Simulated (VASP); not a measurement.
# HfN (P4/mmm) in VASP: single point with r2SCAN

Aim: the single point of HfN with r2SCAN.

Program: VASP 6.6.1. These are calculated values, not measurements. Logs are shortened: lines on timing, memory, paths and dates and some standing lists are left out, and cuts for length are marked.

### Step 1. The cell of the first run

Symmetry: P4/mmm, No. 123, tetragonal system. Conventional cell: a = 2.618 Å, b = 2.618 Å, c = 3.431 Å, α = 90.00°, β = 90.00°, γ = 90.00°. Hf (site symmetry 4/mmm) has 8 N at 2.52 Å and 4 Hf at 2.62 Å within 3.3 Å. Within 3.3 Å of N (site symmetry 4/mmm) lie 8 Hf at 2.52 Å and 4 N at 2.62 Å.

### Step 2. Single point, r2SCAN

Input file POSCAR:

```
HfN
1.0
    2.6177663832      0.0000000000      0.0000000000
    0.0000000000      2.6177663832      0.0000000000
    0.0000000000      0.0000000000      3.4311437951
Hf N
1 1
Direct
    0.5000000000      0.5000000000      0.5000000000
    0.0000000000      0.0000000000      0.0000000000
```

Input file INCAR.step1:

```
ALGO = Normal ; EDIFF = 1E-5
ENCUT = 660 ; GGA = PE
GGA_COMPAT = F ; ISMEAR = 0
LASPH = T ; LCHARG = F
LREAL = F ; LWAVE = T
NBANDS = 14 ; NELM = 120
PREC = Accurate ; SIGMA = 0.1
```

Input file INCAR.step2:

```
ALGO = Normal ; EDIFF = 1E-6
ENCUT = 660 ; GGA_COMPAT = F
ISIF = 2 ; ISMEAR = 0
ISTART = 1 ; LASPH = T
LCHARG = T ; LELF = T
LMIXTAU = T ; LREAL = F
LVHAR = T ; LWAVE = F
METAGGA = R2SCAN ; NBANDS = 14
NELM = 120 ; PREC = Accurate
SIGMA = 0.1
```

Input file KPOINTS:

```
k-points
0
Gamma
  8 8 6
```

Potentials or basis: VASP PAW PBE potentials, release 64 (Hf_pv, N).

Command:

```bash
> cat potpaw_PBE.64/Hf_pv/POTCAR potpaw_PBE.64/N/POTCAR > POTCAR
> cp INCAR.step1 INCAR
> mpirun -np 1 vasp_std > vasp.out
> cp INCAR.step2 INCAR
> mpirun -np 1 vasp_std > vasp.out
```

OUTCAR:

```text
EDIFF = 1E-6
   ENCUT = 660
   ISIF = 2
   ISMEAR = 0
   ISTART = 1
   LASPH = T
   LREAL = F
   METAGGA = R2SCAN
   NELM = 120
   PREC = Accurate

 ion  position               nearest neighbor table
   1  0.500  0.500  0.500-   2 2.52   2 2.52   2 2.52   2 2.52   2 2.52   2 2.52   2 2.52   2 2.52

   2  0.000  0.000  0.000-   1 2.52   1 2.52   1 2.52   1 2.52   1 2.52   1 2.52   1 2.52   1 2.52

  LATTYP: Found a simple tetragonal cell.
 ALAT       =     2.6177663832
 C/A-ratio  =     1.3107142857

  Lattice vectors:

 A1 = (   2.6177663832,   0.0000000000,   0.0000000000)
 A2 = (   0.0000000000,   2.6177663832,   0.0000000000)
 A3 = (   0.0000000000,   0.0000000000,   3.4311437951)

Analysis of symmetry for initial positions (statically):
=====================================================================
 Subroutine PRICEL returns:
 Original cell was already a primitive cell.

 Routine SETGRP: Setting up the symmetry group for a
 simple tetragonal supercell.

 Subroutine GETGRP returns: Found 16 space group operations
 (whereof 16 operations were pure point group operations)
 out of a pool of 16 trial point group operations.

The static configuration has the point symmetry D_4h.

Analysis of symmetry for dynamics (positions and initial velocities):
=====================================================================
 Subroutine PRICEL returns:
 Original cell was already a primitive cell.

 Routine SETGRP: Setting up the symmetry group for a
 simple tetragonal supercell.

 Subroutine GETGRP returns: Found 16 space group operations
 (whereof 16 operations were pure point group operations)
 out of a pool of 16 trial point group operations.

The dynamic configuration has the point symmetry D_4h.

 Subroutine INISYM returns: Found 16 space group operations
 (whereof 16 operations are pure point group operations),
 and found     1 'primitive' translations

----------------------------------------------------------------------------------------

                                     Primitive cell

  volume of cell :      23.5126

  direct lattice vectors                    reciprocal lattice vectors
     2.617766383  0.000000000  0.000000000     0.382005058  0.000000000  0.000000000
     0.000000000  2.617766383  0.000000000     0.000000000  0.382005058  0.000000000
     0.000000000  0.000000000  3.431143795     0.000000000  0.000000000  0.291448001

  length of vectors
     2.617766383  2.617766383  3.431143795     0.382005058  0.382005058  0.291448001

  position of ions in fractional coordinates (direct lattice)
     0.500000000  0.500000000  0.500000000
     0.000000000  0.000000000  0.000000000

  ion indices of the primitive-cell ions
   primitive index   ion index
                 1           1
                 2           2

----------------------------------------------------------------------------------------

 KPOINTS: k-points

Automatic generation of k-mesh.
 Grid dimensions read from file:
 generate k-points for:    8    8    6

 Generating k-lattice:

  Cartesian coordinates                     Fractional coordinates (reciprocal lattice)
     0.047750632  0.000000000  0.000000000     0.125000000  0.000000000  0.000000000
     0.000000000  0.047750632  0.000000000     0.000000000  0.125000000  0.000000000
     0.000000000  0.000000000  0.048574667     0.000000000  0.000000000  0.166666667

  Length of vectors
     0.047750632  0.047750632  0.048574667

  Shift w.r.t. Gamma in fractional coordinates (k-lattice)
     0.000000000  0.000000000  0.000000000

 Subroutine IBZKPT returns following result:
 ===========================================

 Found     60 irreducible k-points:

 Following reciprocal coordinates:
            Coordinates               Weight
  0.000000  0.000000  0.000000      1.000000
  0.125000  0.000000  0.000000      4.000000
  0.250000  0.000000  0.000000      4.000000
  0.375000  0.000000  0.000000      4.000000
  0.500000  0.000000  0.000000      2.000000
  0.125000  0.125000  0.000000      4.000000
[... 16 lines left out ...]
  0.375000  0.125000  0.166667     16.000000
  0.500000  0.125000  0.166667      8.000000
 [... further k-points ...]
   k-points           NKPTS =     60   k-points in BZ     NKDIM =     60   number of bands    NBANDS=     14
   number of dos      NEDOS =    301   number of ions     NIONS =      2
   total plane-waves  NPLWV =  17280
   dimension x,y,z NGX =    24 NGY =   24 NGZ =   30
   dimension x,y,z NGXF=    48 NGYF=   48 NGZF=   60
   ions per type =               1   1
   NGX,Y,Z   is equivalent  to a cutoff of  15.24, 15.24, 14.54 a.u.
   NGXF,Y,Z  is equivalent  to a cutoff of  30.48, 30.48, 29.07 a.u.
 SYSTEM =  unknown system
   PREC   = accura    normal or accurate (medium, high low for compatibility)
   ISTART =      1    job   : 0-new  1-cont  2-samecut
   ICHARG =      0    charge: 1-file 2-atom 10-const
   ISPIN  =      1    spin polarized calculation?
   LNONCOLLINEAR =      F non collinear calculations
   LSORBIT =      F    spin-orbit coupling
   LASPH  =      T    aspherical Exc in radial PAW
   ENCUT  =  660.0 eV  48.51 Ry    6.96 a.u.   5.48  5.48  7.19*2*pi/ulx,y,z
   NELM   =    120;   NELMIN=  2; NELMDL=  0     # of ELM steps
   EDIFF  = 0.1E-05   stopping-criterion for ELM
   LREAL  =      F    real-space projection
   EDIFFG = 0.1E-04   stopping-criterion for IOM
   NSW    =      0    number of steps for IOM
   IBRION =     -1    ionic relax: 0-MD 1-quasi-New 2-CG
   NFREE  =      0    steps in history (QN), initial steepest desc. (CG)
   ISIF   =      2    stress and relaxation
   ISYM   =      2    0-nonsym 1-usesym 2-fastsym
   POTIM  = 0.5000    time-step for ionic-motion
   TEBEG  =    0.0;   TEEND  =   0.0 temperature during run
   PSTRESS=    0.0 pullay stress
   NELECT =      15.0000    total number of electrons
   NUPDOWN=      -1.0000    fix difference up-down
   EMIN   =  10.00;   EMAX   =-10.00  energy-range for DOS
   EFERMI =   0.00;   METHOD = LEGACY
   ISMEAR =     0;   SIGMA  =   0.10  broadening in eV -4-tet -1-fermi 0-gaus
   EFERMI_NEDOS =   21; number of points for ismear=-14 and -15
   IALGO  =     38    algorithm
   IMIX   =      4    mixing-type and parameters
     AMIX     =   0.40;   BMIX     =  1.00
     AMIX_MAG =   1.60;   BMIX_MAG =  1.00
  volume/ion in A,a.u.               =      11.76        79.34
  Fermi-wavevector in a.u.,A,eV,Ry     =   1.409305  2.663200 27.023087  1.986141
  Thomas-Fermi vector in A             =   2.531375
   LORBIT       =      0    0 simple, 1 ext, 2 COOP (PROOUT), +10 PAW based schemes
   METAGGA = R2SCAN    functional components
   LHFCALC =     F    Hartree Fock is set to
   AEXX    =    0.0000 exact exchange contribution
   IVDW    =     0    specifies the selected vdW correction
   LEPSILON=     F    determine dielectric tensor
   LRPA    =     F    only Hartree local field effects (RPA)
 non-spin polarized calculation
 Gauss-broadening in eV      SIGMA  =   0.10
  energy-cutoff  :      660.00
  volume of cell :       23.51
 maximum number of plane-waves:       926
 NGX is ok and might be reduce to    24
   NGX = 11   NGY = 11   NGZ = 15

 number of electron      15.0000001 magnetization

 Free energy of the ion-electron system (eV)
  ---------------------------------------------------
  ext. energy  EPLUGINS =         0.00000000
  ---------------------------------------------------
  free energy    TOTEN  =       -54.22025325 eV

  energy without entropy =      -54.20694151  energy(sigma->0) =      -54.21359738

 E-fermi :   6.6301     XC(G=0): -13.5040

 val. band max:        6.6108952389   @ k =   0.5000   0.0000   0.1667
 cond. band min:       6.6368508072   @ k =   0.1250   0.0000   0.1667
 fundamental gap:      0.0259555683
 Fermi energy:         6.6301283107

 k-point     1 :       0.0000    0.0000    0.0000
  band No.  band energies     occupation
      1     -25.0598      2.00000
      2     -24.0241      2.00000
      3     -24.0241      2.00000
      4      -9.9896      2.00000
      5       3.4924      2.00000
      6       3.7493      2.00000
      7       4.0609      2.00000
      8       6.8967      0.00016
      9       6.8967      0.00016
     10      11.3194      0.00000
     11      13.0853      0.00000
     12      13.0853      0.00000
     13      15.6255      0.00000
     14      18.8180      0.00000

 k-point     2 :       0.1250    0.0000    0.0000
  band No.  band energies     occupation
      1     -25.0171      2.00000
      2     -24.4145      2.00000
      3     -23.9922      2.00000
      4      -9.6890      2.00000
      5       3.4669      2.00000
      6       3.8463      2.00000
      7       4.3508      2.00000
      8       6.2290      2.00000
      9       6.8684      0.00075
     10      12.2675      0.00000
     11      12.9254      0.00000
     12      13.2223      0.00000
     13      14.9192      0.00000
     14      18.8180      0.00000

 k-point     3 :       0.2500    0.0000    0.0000
  band No.  band energies     occupation
      1     -25.2814      2.00000
      2     -24.9123      2.00000
      3     -23.9143      2.00000
      4      -8.9187      2.00000
      5       2.4961      2.00000
      6       2.7623      2.00000
      7       4.6748      2.00000
      8       6.7423      0.11261
      9       8.4129      0.00000
     10      12.8647      0.00000
     11      13.5723      0.00000
     12      13.6795      0.00000
     13      13.6866      0.00000
     14      18.8178      0.00000
[... 324 lines left out ...]
 k-point    23 :       0.3750    0.1250    0.1667
  band No.  band energies     occupation
      1     -25.9984      2.00000
      2     -24.8216      2.00000
      3     -24.1917      2.00000
      4      -7.9293      2.00000
      5       1.0549      2.00000
      6       2.3325      2.00000
      7       5.7637      2.00000
      8       6.5010      1.93215
      9      10.0209      0.00000
     10      11.5735      0.00000
     11      13.0040      0.00000
     12      13.6679      0.00000
     13      15.6068      0.00000
     14      18.8181      0.00000

 k-point    24 :       0.5000    0.1250    0.1667
  band No.  band energies     occupation
      1     -26.2989      2.00000
      2     -24.7740      2.00000
      3     -24.1543      2.00000
      4      -7.6134      2.00000
      5       0.4431      2.00000
      6       2.1176      2.00000
      7       5.9758      2.00000
      8       6.5887      1.44200
      9       9.7265      0.00000
     10      11.7464      0.00000
     11      13.0412      0.00000
     12      14.3849      0.00000
     13      17.0324      0.00000
     14      18.8178      0.00000

 [... further k-points ...]
[... 5 lines left out ...]
  --------------------------------------------------------------------------------------
  -------------------------------------------------------------------------------------
  Total        5.9209602      5.9209602    -12.4543383      0.0000000      0.0000000      0.0000000
  in kB      403.4614377    403.4614377   -848.6537778      0.0000000      0.0000000      0.0000000
  external PRESSURE =     -13.9103008 kB  Pullay stress =       0.0000000 kB

 VOLUME and BASIS-vectors are now :
 -----------------------------------------------------------------------------
  energy-cutoff  :      660.00
  volume of cell :       23.51
      direct lattice vectors                 reciprocal lattice vectors
     2.617766383  0.000000000  0.000000000     0.382005058  0.000000000  0.000000000
     0.000000000  2.617766383  0.000000000     0.000000000  0.382005058  0.000000000
     0.000000000  0.000000000  3.431143795     0.000000000  0.000000000  0.291448001

 POSITION                                       TOTAL-FORCE (eV/Angst)
 -----------------------------------------------------------------------------------
      1.30888      1.30888      1.71557         0.000000      0.000000      0.000000
      0.00000      0.00000      0.00000         0.000000      0.000000      0.000000
 -----------------------------------------------------------------------------------
    total drift:                                0.000000      0.000000     -0.000000

  FREE ENERGIE OF THE ION-ELECTRON SYSTEM (eV)
  ---------------------------------------------------
  free  energy   TOTEN  =       -54.2202532498 eV

  energy  without entropy=      -54.2069415094  energy(sigma->0) =      -54.21359738
```

It took 80 s on 1 thread of Intel Xeon Platinum 8259CL at 2.50GHz (Skylake/Cascade Lake), shared host; peak memory 0.17 GiB.

Results:

| Item | Value |
| --- | --- |
| Free energy | -54.2203 eV |
| Pressure | -1.4 GPa |

Levels at points of the mesh, in eV from the Fermi level:
| k point | band 5 | band 6 | band 7 | band 8 | band 9 | band 10 |
| --- | --- | --- | --- | --- | --- | --- |
| (0.00, 0.00, 0.00) | -3.14 | -2.88 | -2.57 | 0.27 | 0.27 | 4.69 |
| (0.50, 0.00, 0.00) | -6.98 | -4.88 | -1.01 | -0.23 | 6.02 | 6.81 |
| (0.50, 0.50, 0.00) | -3.70 | -3.70 | -1.63 | -1.11 | 1.21 | 1.21 |
| (0.00, 0.00, 0.50) | -7.86 | -2.31 | -0.78 | -0.78 | 1.60 | 8.53 |
| (0.50, 0.00, 0.50) | -4.66 | -3.44 | -1.85 | 0.88 | 3.19 | 3.96 |
| (0.50, 0.50, 0.50) | -6.75 | -5.87 | -5.87 | 5.09 | 6.73 | 6.73 |

Caveat: the PAW data sets were made with another functional, which shifts forces and pressure a little; spin-orbit coupling is left out, which moves the levels of the heavy elements.
